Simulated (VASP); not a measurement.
A run of VASP 6.6.1 is set up as follows.

File INCAR:

```
  PREC = Accurate
  ENCUT = 520
  EDIFF = 1E-6
  ISMEAR = 0
  SIGMA = 0.05
  LREAL = F
  LASPH = T
  NELM = 100
  ALGO = Normal
  ISIF = 2
  LWAVE = F
  LCHARG = F
  GGA = PE
  NBANDS = 16
```

Contents of KPOINTS:

```
Automatic mesh
0
Gamma
  12 12 6
```

POSCAR

```
BN
1.0
    2.5539396017      0.0000000000      0.0000000000
   -1.2769698009      2.2117765748      0.0000000000
    0.0000000000      0.0000000000      4.2268550000
B N
2 2
Direct
    0.6666666667      0.3333333333      0.9997240000
    0.3333333333      0.6666666667      0.4997240000
    0.5793227787      0.2693931696      0.6489342518
    0.3333333333      0.6666666667      0.1252760000
```

Potentials or basis: VASP PAW PBE potentials, release 64 (B, N).

Launch:

```console
$ cat potpaw_PBE.64/B/POTCAR potpaw_PBE.64/N/POTCAR > POTCAR
$ mpirun -np 1 vasp_std > vasp.out
```

Problem. What does it give for the pressure?

Solution. 5.5 GPa.

Problem. Predict the largest force.

Solution. 4.420 eV/Å.

Problem. What does it give for the band gap on the k mesh?

Solution. 3.62 eV, indirect (least direct gap 6.98 eV).

Forces in eV/Å, atoms in the order of the input:
```
B   -0.589 -0.637  1.036
B   -0.931 -2.020  0.690
N    1.536  2.711 -3.135
N   -0.016 -0.054  1.410
```

Caveat: the cell differs from its parent crystal (atom 3 (N) moved by (-0.200, +0.100) A along [1 1 0] and z); forces of over 1 eV/Å act on the atoms, so gaps and moduli don't describe the material at rest. A k mesh can miss the band edges.
